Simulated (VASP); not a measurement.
A run of VASP 6.6.1:

POSCAR

```
MgO
1.0
    0.0374105964      2.0975346636      2.0975346636
    2.0975346636      0.0374105964      2.0975346636
    2.0975346636      2.0975346636      0.0374105964
Mg O
1 1
Direct
    0.0000000000      0.0000000000      0.0000000000
    0.5000000000      0.5000000000      0.5000000000
```

The input INCAR.step1:

```
SYSTEM = MgO
PREC     = Accurate       ! precision mode
ENCUT    = 520            ! plane-wave cutoff, eV
EDIFF    = 1E-5           ! SCF threshold, eV
ISMEAR   = 0              ! smearing method
SIGMA    = 0.01           ! smearing width, eV
LREAL    = .FALSE.        ! projectors in reciprocal space
LASPH    = .TRUE.         ! aspherical terms in the spheres
NELM     = 80             ! most SCF steps
ALGO     = Normal         ! electronic algorithm
ISIF     = 2              ! what is computed and relaxed
LWAVE    = .TRUE.         ! write WAVECAR
LCHARG   = .FALSE.        ! write CHGCAR
NBANDS   = 11             ! bands
GGA      = PE             ! functional
```

INCAR.step2

```
SYSTEM = MgO
PREC     = Accurate       ! precision mode
ENCUT    = 520            ! plane-wave cutoff, eV
EDIFF    = 1E-6           ! SCF threshold, eV
ISMEAR   = 0              ! smearing method
SIGMA    = 0.01           ! smearing width, eV
LREAL    = .FALSE.        ! projectors in reciprocal space
LASPH    = .TRUE.         ! aspherical terms in the spheres
NELM     = 80             ! most SCF steps
ALGO     = Normal         ! electronic algorithm
ISIF     = 2              ! what is computed and relaxed
LWAVE    = .FALSE.        ! write WAVECAR
LCHARG   = .FALSE.        ! write CHGCAR
GGA      = PE             ! functional
LHFCALC  = .TRUE.         ! exact exchange
HFSCREEN = 0.2079         ! screening, 1/A
PRECFOCK = Normal       
NBANDS   = 11             ! bands
ISTART   = 1
```

KPOINTS

```
regular mesh
0
G
  8 8 8
  0 0 0
```

Potentials or basis: VASP PAW PBE potentials, release 64 (Mg, O).

Run with:

```sh
$ cat potpaw_PBE.64/Mg/POTCAR potpaw_PBE.64/O/POTCAR > POTCAR
$ cp INCAR.step1 INCAR
$ mpirun -np 1 vasp_std > vasp.out
$ cp INCAR.step2 INCAR
$ mpirun -np 1 vasp_std > vasp.out
```

Hardware: 1 thread of Intel(R) Xeon(R) Platinum 8559C (Emerald Rapids), on a shared host.

**Question.** How long does it take, and how much memory?

**Answer.** Run time: 41 min on 1 thread of Intel(R) Xeon(R) Platinum 8559C (Emerald Rapids) (shared host), peak memory 0.27 GiB. Counts: k points 65.
